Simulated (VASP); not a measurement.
Set up this calculation in VASP 6.6.1, as the native input.

```yaml
Task: single point
Functional: PBE
Potentials_or_basis: VASP PAW PBE potentials, release 64 (B, N)
Cutoff: 520 eV
k_mesh: 10 × 10 × 4
Occupations: gaussian, width 0.01 eV
Spin: no spin polarisation
Dipole_correction: no
Further_INCAR_settings: ALGO = Normal; EDIFF = 1e-06; NBANDS = 16
```

The structure of BN lies in POSCAR:

```
BN
1.0
    2.4889407241      0.0000000000      0.0000000000
   -1.2444703620      2.1554858956      0.0000000000
    0.0000000000      0.0000000000      6.4943197696
B N
2 2
Direct
    0.3333333333      0.6666666667      0.2500000000
    0.6666666667      0.3333333333      0.7500000000
    0.3333333333      0.6666666667      0.7500000000
    0.6666666667      0.3333333333      0.2500000000
```

The input as run:

INCAR

```
PREC = Accurate
ENCUT = 520
EDIFF = 1E-6
ISMEAR = 0
SIGMA = 0.01
LREAL = False
LASPH = True
NELM = 100
ALGO = Normal
ISIF = 2
LWAVE = False
LCHARG = False
GGA = PE
NBANDS = 16
```

KPOINTS

```
Automatic mesh
0
Gamma
  10 10 4
```

Potentials or basis: VASP PAW PBE potentials, release 64 (B, N).

Run with:

```bash
$ cat potpaw_PBE.64/B/POTCAR potpaw_PBE.64/N/POTCAR > POTCAR
$ mpirun -np 1 vasp_std > vasp.out
```

It gave:

```json
{
  "Pressure": "8.4 GPa",
  "Band gap on the k mesh": "4.22 eV, indirect (least direct gap 4.67 eV)"
}
```

Caveat: this functional lacks dispersion, which binds the layers, so the pressure and a relaxed spacing across them are unreliable.

It took 9.5 s on 1 thread of Intel(R) Xeon(R) 6975P-C (Granite Rapids), with other jobs on the host, peak memory 0.15 GiB.
